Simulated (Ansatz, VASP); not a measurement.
**One calculation of Sn16TeSe15, two programs**

```
CELL_PARAMETERS angstrom
11.66446 0.00000 0.00000
0.00000 8.25250 0.00000
0.00000 0.00000 9.40181
ATOMIC_POSITIONS crystal
Sn 0.61754 0.37532 0.18787
Sn 0.61878 0.37629 0.68962
Sn 0.61754 0.87468 0.18787
Sn 0.61878 0.87371 0.68962
Sn 0.87772 0.12500 0.43813
Sn 0.88086 0.12500 0.93842
Sn 0.88069 0.62500 0.43736
Sn 0.87922 0.62500 0.93841
Sn 0.39142 0.12500 0.32062
Sn 0.38158 0.12500 0.81173
Sn 0.38064 0.62500 0.31134
Sn 0.38486 0.62500 0.81189
Sn 0.11925 0.38596 0.05022
Sn 0.12023 0.37613 0.56278
Sn 0.11925 0.86404 0.05022
Sn 0.12023 0.87387 0.56278
Te 0.13977 0.12500 0.26526
Se 0.14595 0.12500 0.75938
Se 0.14514 0.62500 0.25668
Se 0.14852 0.62500 0.76239
Se 0.64202 0.12500 0.49222
Se 0.64521 0.12500 0.99016
Se 0.64576 0.62500 0.49067
Se 0.64402 0.62500 0.98953
Se 0.35503 0.37481 0.00952
Se 0.35619 0.37824 0.51312
Se 0.35503 0.87519 0.00952
Se 0.35619 0.87176 0.51312
Se 0.85183 0.37531 0.23970
Se 0.85448 0.37522 0.74009
Se 0.85183 0.87469 0.23970
Se 0.85448 0.87478 0.74009
```

Alike in both runs: functional PBE; k mesh 2 × 3 × 2; occupations fermi-dirac, width 0.01 eV; no spin polarisation.

Ansatz relaxed the structure, and its values are those at the end. VASP's run is a single point on that final structure, the one shown.

```csv
,VASP,Ansatz
version,VASP 6.6.1,Ansatz 0.2.0
potentials or method,"VASP PAW PBE potentials, release 64 (Sn_d, Te, Se)","plane-wave PAW, scalar-relativistic"
plane-wave cutoff (eV),520,420
valence electrons in the cell,320,480
```

```csv
,VASP,Ansatz,Ansatz less VASP
gap on the k mesh at the Fermi level (eV),0.64,0.64,+0.002
pressure (GPa),0.7,0.7,-0.01
rms of the force components (eV/Å),0.009,0.003,-0.0067
```

With one functional, cell and mesh, what is left measures potentials, basis and numerics. VASP's potentials hold 320 valence electrons a cell and Ansatz's 480, so a difference there can come from the potentials and not from the codes. Ansatz's warnings: stress scf threshold loose.

Neither program's run includes spin-orbit coupling.
